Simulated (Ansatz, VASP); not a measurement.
# One calculation of KF, two programs

INCAR

```
  PREC = Accurate
  ENCUT = 520
  EDIFF = 1E-6
  ISMEAR = 0
  SIGMA = 0.05
  LREAL = False
  LASPH = True
  NELM = 60
  ALGO = Normal
  ISIF = 2
  LWAVE = False
  LCHARG = False
  GGA = PE
  NBANDS = 15
```

File KPOINTS:

```
Automatic mesh
0
Gamma
  8 8 8
```

Contents of POSCAR:

```
KF
1.0
    0.0000000000      2.6960160724      2.6960160724
    2.6960160724      0.0000000000      2.6960160724
    2.6960160724      2.6960160724      0.0000000000
K F
1 1
Direct
    0.0000000000      0.0000000000      0.0000000000
    0.5000000000      0.5000000000      0.5000000000
```

Input for Ansatz:

```yaml
crystal:
  lattice:
    - [0.0, 2.6960160724, 2.6960160724]
    - [2.6960160724, 0.0, 2.6960160724]
    - [2.6960160724, 2.6960160724, 0.0]
  atoms:
    - { symbol: K, position: [0.0, 0.0, 0.0] }
    - { symbol: F, position: [0.5, 0.5, 0.5] }
basis:
  ecutwfc: 520.0
kpoints:
  mp_grid: { grid: [8, 8, 8] }
hamiltonian:
  xc: pbe
scf:
  occupations: { method: gaussian, width: 0.05 }
output:
  forces: true
  stress: true
  eigenvalues: true
```

Alike in both runs: task single point; functional PBE; k mesh 8 × 8 × 8; occupations gaussian, width 0.05 eV; no spin polarisation.

```csv
,VASP,Ansatz
version,VASP 6.6.1,Ansatz 0.2.0
potentials or method,"VASP PAW PBE potentials, release 64 (K_sv, F), cutoff 520 eV","scalar-relativistic, plane waves, PAW"
valence electrons in the cell,16,16
```

```tsv
	VASP	Ansatz	Ansatz less VASP
gap on the k mesh at the Fermi level (eV)	6.03	6.04	+0.015
least direct gap on the mesh (eV)	6.03	6.04	+0.015
pressure (GPa)	0.5	0.5	-0.02
```
